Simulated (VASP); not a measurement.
# Yb (P6_3/mmc) in VASP: a series of runs, part 3 of 3

VASP 6.6.1.

### Step 5. Electric field gradients, PBE (40.79 Å³/atom)

This run uses another cell than the first one, of 40.79 Å³/atom.

INCAR reads:

```
PREC = Accurate
ENCUT = 520
EDIFF = 1E-8
ISMEAR = -1
SIGMA = 0.03
LREAL = False
LASPH = True
NELM = 60
ALGO = Normal
ISIF = 2
LWAVE = False
LCHARG = False
GGA = PE
LEFG = True
NBANDS = 31
```

KPOINTS reads:

```
regular mesh
0
Gamma
  11 11 6
```

POSCAR reads:

```
Yb
1.0
    3.8538587733      0.0000000000      0.0000000000
   -1.9269293867      3.3375396003      0.0000000000
    0.0000000000      0.0000000000      6.3430403194
Yb
2
Direct
    0.3333333333      0.6666666667      0.2500000000
    0.6666666667      0.3333333333      0.7500000000
```

Potentials or basis: VASP PAW PBE potentials, release 64 (Yb).

On the command line:

```bash
$ cat potpaw_PBE.64/Yb/POTCAR > POTCAR
$ mpirun -np 1 vasp_std > vasp.out
```

OUTCAR:

```text
PREC = Accurate
   ENCUT = 520
   EDIFF = 1E-8
   ISMEAR = -1
   LREAL = False
   LASPH = True
   NELM = 60
   ISIF = 2
   GGA = PE

 ion  position               nearest neighbor table
   1  0.333  0.667  0.250-
   2  0.667  0.333  0.750-

  LATTYP: Found a hexagonal cell.
 ALAT       =     3.8538587733
 C/A-ratio  =     1.6458932962

  Lattice vectors:

 A1 = (   3.8538587733,   0.0000000000,   0.0000000000)
 A2 = (  -1.9269293867,   3.3375396003,   0.0000000000)
 A3 = (   0.0000000000,   0.0000000000,   6.3430403194)

Analysis of symmetry for initial positions (statically):
=====================================================================
 Subroutine PRICEL returns:
 Original cell was already a primitive cell.

 Routine SETGRP: Setting up the symmetry group for a
 hexagonal supercell.

 Subroutine GETGRP returns: Found 24 space group operations
 (whereof 12 operations were pure point group operations)
 out of a pool of 24 trial point group operations.

The static configuration has the point symmetry D_3d.
 The point group associated with its full space group is D_6h.

Analysis of symmetry for dynamics (positions and initial velocities):
=====================================================================
 Subroutine PRICEL returns:
 Original cell was already a primitive cell.

 Routine SETGRP: Setting up the symmetry group for a
 hexagonal supercell.

 Subroutine GETGRP returns: Found 24 space group operations
 (whereof 12 operations were pure point group operations)
 out of a pool of 24 trial point group operations.

The dynamic configuration has the point symmetry D_3d.
 The point group associated with its full space group is D_6h.

[... 146 lines left out ...]
 E-fermi :   1.2063     XC(G=0):  -8.9031

 val. band max:        1.2056323695   @ k =   0.1818   0.0909   0.0000
 cond. band min:       1.2127118888   @ k =   0.1818   0.1818   0.0000
 fundamental gap:      0.0070795192
 Fermi energy:         1.2063107475

 k-point     1 :       0.0000    0.0000    0.0000
  band No.  band energies     occupation
      1     -50.6092      2.00000
      2     -50.6006      2.00000
      3     -23.0839      2.00000
      4     -22.8968      2.00000
      5     -22.8968      2.00000
      6     -22.8697      2.00000
[... 805 lines left out ...]
     30       4.7984      0.00000
     31       5.1101      0.00000

 [... further k-points ...]
[... 5 lines left out ...]
  --------------------------------------------------------------------------------------
  -------------------------------------------------------------------------------------
  Total       -1.1746840     -1.1746840     -1.1697206      0.0000000      0.0000000      0.0000000
  in kB      -23.0681069    -23.0681069    -22.9706362      0.0000000      0.0000000      0.0000000
  external PRESSURE =     -23.0356166 kB  Pullay stress =       0.0000000 kB

 VOLUME and BASIS-vectors are now :
 -----------------------------------------------------------------------------
  energy-cutoff  :      520.00
  volume of cell :       81.59
      direct lattice vectors                 reciprocal lattice vectors
     3.853858773  0.000000000  0.000000000     0.259480188  0.149810957  0.000000000
    -1.926929387  3.337539600  0.000000000     0.000000000  0.299621913  0.000000000
     0.000000000  0.000000000  6.343040319     0.000000000  0.000000000  0.157653105

 POSITION                                       TOTAL-FORCE (eV/Angst)
 -----------------------------------------------------------------------------------
     -0.00000      2.22503      1.58576         0.000000     -0.000000      0.000000
      1.92693      1.11251      4.75728        -0.000000      0.000000      0.000000
 -----------------------------------------------------------------------------------
    total drift:                                0.000000     -0.000000      0.000000

  FREE ENERGIE OF THE ION-ELECTRON SYSTEM (eV)
  ---------------------------------------------------
  free  energy   TOTEN  =        -7.0479178795 eV

  energy  without entropy=       -7.0398670071  energy(sigma->0) =       -7.04389244

 Electric field gradients (V/A^2)
---------------------------------------------------------------------
 ion       V_xx      V_yy      V_zz      V_xy      V_xz      V_yz
---------------------------------------------------------------------
   1       4.143     4.142    -8.285    -0.001    -0.000     0.000
   2       4.143     4.142    -8.285    -0.001     0.000    -0.000
---------------------------------------------------------------------

 Electric field gradients after diagonalization (V/A^2)
 (convention: |V_zz| > |V_xx| > |V_yy|)
----------------------------------------------------------------------
 ion       V_xx      V_yy      V_zz     asymmetry (V_yy - V_xx)/ V_zz
----------------------------------------------------------------------
   1       4.143     4.141    -8.285       0.000
   2       4.143     4.141    -8.285       0.000
----------------------------------------------------------------------

           NMR quadrupolar parameters

 Cq : quadrupolar parameter    Cq=e*Q*V_zz/h
 eta: asymmetry parameters     (V_yy - V_xx)/ V_zz
 Q  : nuclear electric quadrupole moment in mb (millibarn)
----------------------------------------------------------------------
 ion       Cq(MHz)       eta       Q (mb)
----------------------------------------------------------------------
   1      -0.020       0.000       1.000
   2      -0.020       0.000       1.000
----------------------------------------------------------------------
```

OSZICAR:

```text
N       E                     dE             d eps       ncg     rms          rms(c)
[... 42 lines left out ...]
DAV:  43    -0.704791957567E+01    0.13641E-05   -0.79499E-07  6992   0.321E-02    0.392E-02
DAV:  44    -0.704791868930E+01    0.88636E-06   -0.54622E-07  7571   0.484E-02    0.290E-02
DAV:  45    -0.704791814896E+01    0.54034E-06   -0.46539E-07  7132   0.380E-02    0.223E-02
DAV:  46    -0.704791801847E+01    0.13050E-06   -0.35589E-07  6606   0.995E-03    0.163E-02
DAV:  47    -0.704791793827E+01    0.80192E-07   -0.53907E-08  4438   0.616E-03    0.104E-02
DAV:  48    -0.704791789451E+01    0.43765E-07   -0.30848E-08  3709   0.109E-02    0.895E-03
DAV:  49    -0.704791787153E+01    0.22977E-07   -0.38510E-08  4094   0.835E-03    0.971E-03
DAV:  50    -0.704791787952E+01   -0.79872E-08   -0.15908E-08  3392   0.275E-03
   1 F= -.70479179E+01 E0= -.70438924E+01  d E =-.805087E-02
```

Run time: 30 min. Hardware: 1 thread of Intel Xeon 8259CL, shared host; peak memory 0.3 GiB.

Results:

- Free energy: -7.0479 eV
- Pressure: -2.3 GPa
- Band gap on the k mesh: zero (bands 24 and 25 overlap by 0.11 eV)
- Largest electric field gradient by atom: Yb -8.3 V/Å²

Electric field gradients, principal values (V/Å²):
```
atom  least  middle  greatest (by size)
1 Yb  4.141   4.143              -8.285
2 Yb  4.141   4.143              -8.285
```

Caveat: without QUAD_EFG the Cq values of the log hold for a quadrupole moment of 1 mb, not for the nuclei; spin-orbit coupling is left out, which moves the levels of the heavy elements. Spin polarisation is off, so any magnetic state and its effect on volume and gap are missing.

### Step 6. Overview

```csv
level,cell,gap on the mesh (eV),pressure (GPa)
PBEsol,"a = 3.880, b = 3.880, c = 6.386 Å, angles 90.0, 90.0, 120.0°, 2 atoms",none,-3.5
r2SCAN,"a = 3.880, b = 3.880, c = 6.386 Å, angles 90.0, 90.0, 120.0°, 2 atoms",none,-2.8
PBE,"a = 3.801, b = 3.801, c = 6.257 Å, angles 90.0, 90.0, 120.0°, 2 atoms",none,-1.9
PBE,"a = 3.854, b = 3.854, c = 6.343 Å, angles 90.0, 90.0, 120.0°, 2 atoms",none,-2.3
```

Alike in all rows: task electric field gradients; potentials or basis VASP PAW PBE potentials, release 64 (Yb); no spin polarisation; k mesh 11 × 11 × 6; cutoff (eV) 520; smearing fermi-dirac 0.03 eV.

Caveats: spin-orbit coupling is left out, which moves the levels of the heavy elements; the PAW data sets were made with another functional, which shifts forces and pressure a little (at least some runs); the cell stands under tension (at least some runs).

Absolute energies hang on the potentials; compare differences alone.
